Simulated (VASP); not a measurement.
Wanted: the native input for a VASP 6.6.1 run.

| Item | Value |
| --- | --- |
| Task | single point |
| Functional | PBE |
| Dispersion | D3(BJ) |
| Potentials or basis | VASP PAW PBE potentials, release 64 (Al, C, H) |
| Cutoff | 520 eV |
| k mesh | 3 × 3 × 1 |
| Occupations | gaussian, width 0.1 eV |
| Spin | no spin polarisation |
| Dipole correction | no |
| Further INCAR settings | LREAL = Auto; ALGO = Normal; EDIFF = 1e-07; NBANDS = 36 |

The structure of Al12H4C lies in POSCAR:

```
Al12H4C
1.0
    5.7275650000      0.0000000000      0.0000000000
    2.8637820000      4.9602170000      0.0000000000
    0.0000000000      0.0000000000     17.6765370000
Al C H
12 1 4
Direct
    0.1666667000      0.1666667000      0.0565722000
    0.6666667000      0.1666667000      0.0565722000
    0.1666667000      0.6666667000      0.0565722000
    0.6666667000      0.6666667000      0.0565722000
   -0.1666996976      0.3333738312      0.1893974238
    0.3332503160      0.3334366853      0.1892410083
   -0.1666280287      0.8333646199      0.1892389495
    0.3333004154      0.8333086737      0.1892398587
   -0.0000416899      0.0002550525      0.3221341829
    0.4999715489      0.0000344474      0.3216501550
   -0.0002364907      0.5000545875      0.3221268981
    0.5001457706      0.4998644929      0.3221390765
    0.4926601661      0.0097901806      0.5253259349
    0.6739073567      0.0080942516      0.5046171452
    0.3133879722      0.1906676314      0.5043334021
    0.4913483102     -0.1698915618      0.5045616078
    0.4920817865      0.0102518252      0.5873114517
```

These files were run (other wordings do the same):

INCAR

```
PREC = Accurate ; ENCUT = 520
EDIFF = 1E-7 ; ISMEAR = 0
SIGMA = 0.1 ; LREAL = Auto
LASPH = T ; NELM = 80
ALGO = Normal ; ISIF = 2
LWAVE = F ; LCHARG = F
GGA = PE ; IVDW = 12
NBANDS = 36
```

KPOINTS

```
regular mesh
0
Gamma
  3 3 1
```

Potentials or basis: VASP PAW PBE potentials, release 64 (Al, C, H).

Command:

```console
$ cat potpaw_PBE.64/Al/POTCAR potpaw_PBE.64/C/POTCAR potpaw_PBE.64/H/POTCAR > POTCAR
$ mpirun -np 1 vasp_std > vasp.out
```

Results of the run:

| Quantity | Value |
| --- | --- |
| Largest force | 0.022 eV/Å |
| Band gap on the k mesh | zero (band 22 reaches 0.79 eV, above the bottom of band 23 at 0.68 eV) |
| Dispersion energy per atom | -0.171 eV |

Caveat: the k points lie up to 0.42 Å⁻¹ apart.

It took 5 min on 1 thread of Intel(R) Xeon(R) Platinum 8488C (Sapphire Rapids) (shared host), peak memory 0.64 GiB.
